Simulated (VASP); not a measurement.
**Ag: single point with PBE**

Crystal: Ag.

```xyz
1
Lattice="0.0000 2.0736 2.0736 2.0736 0.0000 2.0736 2.0736 2.0736 0.0000" Properties=species:S:1:pos:R:3 pbc="T T T"
Ag    0.0000    0.0000    0.0000
```

* Program: VASP 6.6.1
* Task: single point
* Functional: PBE
* Potentials or basis: VASP PAW PBE potentials, release 64 (Ag)
* Cutoff: 520 eV
* k mesh: 14 × 14 × 14
* Occupations: gaussian, width 0.15 eV
* Spin: no spin polarisation
* Dipole correction: no
* Further INCAR settings: ALGO = Normal; EDIFF = 1e-06; NBANDS = 12

```json
{
  "Pressure": "-0.1 GPa"
}
```

Levels at points of the mesh, in eV from the Fermi level:
| k point | band 2 | band 3 | band 4 | band 5 | band 6 | band 7 | band 8 | band 9 | band 10 | band 11 |
| --- | --- | --- | --- | --- | --- | --- | --- | --- | --- | --- |
| (0.00, 0.00, 0.00) | -4.58 | -4.58 | -4.58 | -3.63 | -3.63 | 15.99 | 19.30 | 19.30 | 19.30 | 24.00 |
| (0.50, 0.00, 0.00) | -4.60 | -4.60 | -2.89 | -2.89 | -0.21 | 3.43 | 15.21 | 17.48 | 17.48 | 22.29 |
| (0.50, 0.50, 0.00) | -5.97 | -2.92 | -2.70 | -2.70 | 1.71 | 6.47 | 10.50 | 10.50 | 16.72 | 16.74 |

Wall time 7.5 s on 1 thread of Intel(R) Xeon(R) 6975P-C (Granite Rapids), with other jobs on the host, peak memory 0.15 GiB.
